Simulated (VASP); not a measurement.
# ScZnF2 (P4/mmm) in VASP: single point with PBE

Aim: the single point of ScZnF2 with PBE.

Everything below comes from runs of VASP 6.6.1. Logs are shortened: lines on timing, memory, paths and dates and some standing lists are left out, and cuts for length are marked.

## (1) The cell of the first run

It takes space group P4/mmm (No. 123, tetragonal). Conventional cell: a = 4.474 Å, b = 4.474 Å, c = 2.823 Å, α = 90.00°, β = 90.00°, γ = 90.00°. Within 3.5 Å of Sc (site symmetry 4/mmm) lie 8 F at 2.65 Å and 2 Sc at 2.82 Å and 8 Zn at 3.46 Å. Within 3.0 Å of Zn (site symmetry 4/mmm) lie 4 F at 2.24 Å and 2 Zn at 2.82 Å. Within 3.0 Å of F (site symmetry mmm) lie 2 Zn at 2.24 Å and 4 Sc at 2.65 Å and 2 F at 2.82 Å.

## (2) Single point, PBE

Contents of INCAR:

```
SYSTEM = ScZnF2
PREC = Accurate
ENCUT = 520
EDIFF = 1E-7
ISMEAR = 0
SIGMA = 0.1
LREAL = .False.
LASPH = .True.
NELM = 100
ALGO = Fast
ISIF = 2
LWAVE = .False.
LCHARG = .False.
GGA = PE
NBANDS = 26
```

Contents of KPOINTS:

```
regular mesh
0
Gamma
  10 10 16
  0 0 0
```

Contents of POSCAR:

```
ScZnF2
1.0
    4.4740400708      0.0000000000      0.0000000000
    0.0000000000      4.4740400708      0.0000000000
    0.0000000000      0.0000000000      2.8231164807
Sc Zn F
1 1 2
Direct
    0.5000000000      0.5000000000      0.5000000000
    0.0000000000      0.0000000000      0.0000000000
    0.5000000000      0.0000000000      0.0000000000
    0.0000000000      0.5000000000      0.0000000000
```

Potentials or basis: VASP PAW PBE potentials, release 64 (Sc_sv, Zn, F).

Launch:

```bash
cat potpaw_PBE.64/Sc_sv/POTCAR potpaw_PBE.64/Zn/POTCAR potpaw_PBE.64/F/POTCAR > POTCAR
mpirun -np 1 vasp_std > vasp.out
```

OUTCAR:

```text
SYSTEM = ScZnF2
   PREC = Accurate
   ENCUT = 520
   EDIFF = 1E-7
   ISMEAR = 0
   LREAL = .False.
   LASPH = .True.
   NELM = 100
   ISIF = 2
   GGA = PE

 ion  position               nearest neighbor table
   1  0.500  0.500  0.500-   3 2.65   4 2.65   3 2.65   4 2.65   3 2.65   3 2.65   4 2.65   4 2.65

   2  0.000  0.000  0.000-   3 2.24   4 2.24   4 2.24   3 2.24
   3  0.500  0.000  0.000-   2 2.24   2 2.24   1 2.65   1 2.65   1 2.65   1 2.65
   4  0.000  0.500  0.000-   2 2.24   2 2.24   1 2.65   1 2.65   1 2.65   1 2.65

  LATTYP: Found a simple tetragonal cell.
 ALAT       =     4.4740400708
 C/A-ratio  =     0.6309993733

  Lattice vectors:

 A1 = (   4.4740400708,   0.0000000000,   0.0000000000)
 A2 = (   0.0000000000,   4.4740400708,   0.0000000000)
 A3 = (   0.0000000000,   0.0000000000,   2.8231164807)

Analysis of symmetry for initial positions (statically):
=====================================================================
 Subroutine PRICEL returns:
 Original cell was already a primitive cell.

 Routine SETGRP: Setting up the symmetry group for a
 simple tetragonal supercell.

 Subroutine GETGRP returns: Found 16 space group operations
 (whereof 16 operations were pure point group operations)
 out of a pool of 16 trial point group operations.

The static configuration has the point symmetry D_4h.

Analysis of symmetry for dynamics (positions and initial velocities):
=====================================================================
 Subroutine PRICEL returns:
 Original cell was already a primitive cell.

 Routine SETGRP: Setting up the symmetry group for a
 simple tetragonal supercell.

 Subroutine GETGRP returns: Found 16 space group operations
 (whereof 16 operations were pure point group operations)
 out of a pool of 16 trial point group operations.

The dynamic configuration has the point symmetry D_4h.

 Subroutine INISYM returns: Found 16 space group operations
 (whereof 16 operations are pure point group operations),
 and found     1 'primitive' translations

----------------------------------------------------------------------------------------

                                     Primitive cell

  volume of cell :      56.5104

  direct lattice vectors                    reciprocal lattice vectors
     4.474040071  0.000000000  0.000000000     0.223511632  0.000000000  0.000000000
     0.000000000  4.474040071  0.000000000     0.000000000  0.223511632  0.000000000
     0.000000000  0.000000000  2.823116481     0.000000000  0.000000000  0.354218470

  length of vectors
     4.474040071  4.474040071  2.823116481     0.223511632  0.223511632  0.354218470

  position of ions in fractional coordinates (direct lattice)
     0.500000000  0.500000000  0.500000000
     0.000000000  0.000000000  0.000000000
     0.500000000  0.000000000  0.000000000
     0.000000000  0.500000000  0.000000000

  ion indices of the primitive-cell ions
   primitive index   ion index
                 1           1
                 2           2
                 3           3
                 4           4

----------------------------------------------------------------------------------------

 KPOINTS: regular mesh

Automatic generation of k-mesh.
 Grid dimensions read from file:
 generate k-points for:   10   10   16

 Generating k-lattice:

  Cartesian coordinates                     Fractional coordinates (reciprocal lattice)
     0.022351163  0.000000000  0.000000000     0.100000000  0.000000000  0.000000000
     0.000000000  0.022351163  0.000000000     0.000000000  0.100000000  0.000000000
     0.000000000  0.000000000  0.022138654     0.000000000  0.000000000  0.062500000

  Length of vectors
     0.022351163  0.022351163  0.022138654

  Shift w.r.t. Gamma in fractional coordinates (k-lattice)
     0.000000000  0.000000000  0.000000000

 Subroutine IBZKPT returns following result:
 ===========================================

 Found    189 irreducible k-points:

 Following reciprocal coordinates:
            Coordinates               Weight
  0.000000  0.000000  0.000000      1.000000
  0.100000  0.000000  0.000000      4.000000
  0.200000  0.000000  0.000000      4.000000
  0.300000  0.000000  0.000000      4.000000
  0.400000  0.000000  0.000000      4.000000
  0.500000  0.000000  0.000000      2.000000
[... 16 lines left out ...]
  0.100000  0.000000  0.062500      8.000000
  0.200000  0.000000  0.062500      8.000000
 [... further k-points ...]
   k-points           NKPTS =    189   k-points in BZ     NKDIM =    189   number of bands    NBANDS=     26
   number of dos      NEDOS =    301   number of ions     NIONS =      4
   total plane-waves  NPLWV =  31104
   dimension x,y,z NGX =    36 NGY =   36 NGZ =   24
   dimension x,y,z NGXF=    72 NGYF=   72 NGZF=   48
   ions per type =               1   1   2
   NGX,Y,Z   is equivalent  to a cutoff of  13.38, 13.38, 14.13 a.u.
   NGXF,Y,Z  is equivalent  to a cutoff of  26.75, 26.75, 28.27 a.u.
 SYSTEM =  ScZnF2
   PREC   = accura    normal or accurate (medium, high low for compatibility)
   ISTART =      0    job   : 0-new  1-cont  2-samecut
   ICHARG =      2    charge: 1-file 2-atom 10-const
   ISPIN  =      1    spin polarized calculation?
   LNONCOLLINEAR =      F non collinear calculations
   LSORBIT =      F    spin-orbit coupling
   LASPH  =      T    aspherical Exc in radial PAW
   ENCUT  =  520.0 eV  38.22 Ry    6.18 a.u.   8.32  8.32  5.25*2*pi/ulx,y,z
   NELM   =    100;   NELMIN=  2; NELMDL= -5     # of ELM steps
   EDIFF  = 0.1E-06   stopping-criterion for ELM
   LREAL  =      F    real-space projection
   EDIFFG = 0.1E-05   stopping-criterion for IOM
   NSW    =      0    number of steps for IOM
   IBRION =     -1    ionic relax: 0-MD 1-quasi-New 2-CG
   NFREE  =      0    steps in history (QN), initial steepest desc. (CG)
   ISIF   =      2    stress and relaxation
   ISYM   =      2    0-nonsym 1-usesym 2-fastsym
   POTIM  = 0.5000    time-step for ionic-motion
   TEBEG  =    0.0;   TEEND  =   0.0 temperature during run
   PSTRESS=    0.0 pullay stress
   NELECT =      37.0000    total number of electrons
   NUPDOWN=      -1.0000    fix difference up-down
   EMIN   =  10.00;   EMAX   =-10.00  energy-range for DOS
   EFERMI =   0.00;   METHOD = LEGACY
   ISMEAR =     0;   SIGMA  =   0.10  broadening in eV -4-tet -1-fermi 0-gaus
   EFERMI_NEDOS =   21; number of points for ismear=-14 and -15
   IALGO  =     68    algorithm
   IMIX   =      4    mixing-type and parameters
     AMIX     =   0.40;   BMIX     =  1.00
     AMIX_MAG =   1.60;   BMIX_MAG =  1.00
  volume/ion in A,a.u.               =      14.13        95.34
  Fermi-wavevector in a.u.,A,eV,Ry     =   1.421562  2.686363 27.495188  2.020839
  Thomas-Fermi vector in A             =   2.542359
   LORBIT       =      0    0 simple, 1 ext, 2 COOP (PROOUT), +10 PAW based schemes
   GGA     = PE    functional components
   LHFCALC =     F    Hartree Fock is set to
   AEXX    =    0.0000 exact exchange contribution
   IVDW    =     0    specifies the selected vdW correction
   LEPSILON=     F    determine dielectric tensor
   LRPA    =     F    only Hartree local field effects (RPA)
 non-spin polarized calculation
 RMM-DIIS sequential band-by-band and
 Gauss-broadening in eV      SIGMA  =   0.10
  energy-cutoff  :      520.00
  volume of cell :       56.51
 maximum number of plane-waves:      1546
 NGX is ok and might be reduce to    36
   NGX = 17   NGY = 17   NGZ = 11

 number of electron      37.0000025 magnetization

 Free energy of the ion-electron system (eV)
  ---------------------------------------------------
  ext. energy  EPLUGINS =         0.00000000
  ---------------------------------------------------
  free energy    TOTEN  =       -17.38207736 eV

  energy without entropy =      -17.37701633  energy(sigma->0) =      -17.37954685

 E-fermi :   4.2449     XC(G=0): -10.4373

 val. band max:        4.2282434234   @ k =   0.4000   0.2000   0.4375
 cond. band min:       4.2495000808   @ k =   0.4000   0.4000   0.3750
 fundamental gap:      0.0212566574
 Fermi energy:         4.2449287342

 k-point     1 :       0.0000    0.0000    0.0000
  band No.  band energies     occupation
      1     -46.7542      2.00000
      2     -25.5131      2.00000
      3     -25.5131      2.00000
      4     -24.7092      2.00000
      5     -21.1529      2.00000
      6     -20.9251      2.00000
[... 18 lines left out ...]
     25       9.2182      0.00000
     26       9.2182      0.00000

 k-point     2 :       0.1000    0.0000    0.0000
  band No.  band energies     occupation
      1     -46.7542      2.00000
      2     -25.5175      2.00000
      3     -25.5130      2.00000
      4     -24.7091      2.00000
      5     -21.1423      2.00000
      6     -20.9253      2.00000
[... 18 lines left out ...]
     25       9.2989      0.00000
     26       9.3280      0.00000

 k-point     3 :       0.2000    0.0000    0.0000
  band No.  band energies     occupation
      1     -46.7541      2.00000
      2     -25.5289      2.00000
      3     -25.5128      2.00000
      4     -24.7090      2.00000
      5     -21.1133      2.00000
      6     -20.9276      2.00000
[... 18 lines left out ...]
     25       9.5368      0.00000
     26       9.6313      0.00000

 k-point     4 :       0.3000    0.0000    0.0000
  band No.  band energies     occupation
      1     -46.7539      2.00000
      2     -25.5429      2.00000
      3     -25.5126      2.00000
      4     -24.7088      2.00000
      5     -21.0742      2.00000
      6     -20.9337      2.00000
[... 18 lines left out ...]
     25       9.9206      0.00000
     26      10.1126      0.00000

 k-point     5 :       0.4000    0.0000    0.0000
  band No.  band energies     occupation
      1     -46.7538      2.00000
      2     -25.5541      2.00000
      3     -25.5124      2.00000
      4     -24.7086      2.00000
      5     -21.0366      2.00000
      6     -20.9452      2.00000
[... 18 lines left out ...]
     25      10.4307      0.00000
     26      10.7701      0.00000

 k-point     6 :       0.5000    0.0000    0.0000
  band No.  band energies     occupation
      1     -46.7538      2.00000
      2     -25.5584      2.00000
      3     -25.5124      2.00000
      4     -24.7086      2.00000
      5     -21.0181      2.00000
      6     -20.9539      2.00000
[... 427 lines left out ...]
 k-point    21 :       0.5000    0.5000    0.0000
  band No.  band energies     occupation
      1     -46.7534      2.00000
      2     -25.5569      2.00000
      3     -25.5569      2.00000
      4     -24.7079      2.00000
      5     -20.9315      2.00000
      6     -20.9315      2.00000
[... 18 lines left out ...]
     25       6.7013      0.00000
     26       8.0949      0.00000

 k-point    22 :       0.0000    0.0000    0.0625
  band No.  band energies     occupation
      1     -46.7504      2.00000
      2     -25.5096      2.00000
      3     -25.5096      2.00000
      4     -24.7409      2.00000
      5     -21.1405      2.00000
      6     -20.9165      2.00000
[... 18 lines left out ...]
     25       9.2666      0.00000
     26       9.2666      0.00000

 k-point    23 :       0.1000    0.0000    0.0625
  band No.  band energies     occupation
      1     -46.7504      2.00000
      2     -25.5138      2.00000
      3     -25.5095      2.00000
      4     -24.7407      2.00000
      5     -21.1302      2.00000
      6     -20.9170      2.00000
[... 18 lines left out ...]
     25       9.3481      0.00000
     26       9.3847      0.00000

 k-point    24 :       0.2000    0.0000    0.0625
  band No.  band energies     occupation
      1     -46.7502      2.00000
      2     -25.5249      2.00000
      3     -25.5093      2.00000
      4     -24.7403      2.00000
      5     -21.1021      2.00000
      6     -20.9197      2.00000
[... 18 lines left out ...]
     25       9.5879      0.00000
     26       9.7073      0.00000

 [... further k-points ...]
[... 5 lines left out ...]
  --------------------------------------------------------------------------------------
  -------------------------------------------------------------------------------------
  Total        0.0084340      0.0084340     -0.0405073      0.0000000      0.0000000     -0.0000000
  in kB        0.2391189      0.2391189     -1.1484574      0.0000000      0.0000000     -0.0000000
  external PRESSURE =      -0.2234065 kB  Pullay stress =       0.0000000 kB

 VOLUME and BASIS-vectors are now :
 -----------------------------------------------------------------------------
  energy-cutoff  :      520.00
  volume of cell :       56.51
      direct lattice vectors                 reciprocal lattice vectors
     4.474040071  0.000000000  0.000000000     0.223511632  0.000000000  0.000000000
     0.000000000  4.474040071  0.000000000     0.000000000  0.223511632  0.000000000
     0.000000000  0.000000000  2.823116481     0.000000000  0.000000000  0.354218470

 POSITION                                       TOTAL-FORCE (eV/Angst)
 -----------------------------------------------------------------------------------
      2.23702      2.23702      1.41156         0.000000      0.000000      0.000000
      0.00000      0.00000      0.00000         0.000000      0.000000      0.000000
      2.23702      0.00000      0.00000         0.000000      0.000000      0.000000
      0.00000      2.23702      0.00000         0.000000      0.000000      0.000000
 -----------------------------------------------------------------------------------
    total drift:                                0.000000      0.000000     -0.000000

  FREE ENERGIE OF THE ION-ELECTRON SYSTEM (eV)
  ---------------------------------------------------
  free  energy   TOTEN  =       -17.3820773609 eV

  energy  without entropy=      -17.3770163309  energy(sigma->0) =      -17.37954685
```

It took 6.1 min on 1 thread of Intel Xeon Platinum 8259CL at 2.50GHz (Skylake/Cascade Lake), shared host; peak memory 0.39 GiB.

What came out:

```yaml
Free_energy: -17.3821 eV
Pressure: 0.0 GPa
Band_gap_on_the_k_mesh: zero (an odd number of electrons rules out a gap without spin polarisation)
```

Stress tensor (GPa, compression positive):
```
 0.02  0.00  0.00
 0.00  0.02  0.00
 0.00  0.00 -0.11
```

Caveat: an odd number of electrons without spin polarisation forces a metal; a magnetic or distorted state may lie lower.
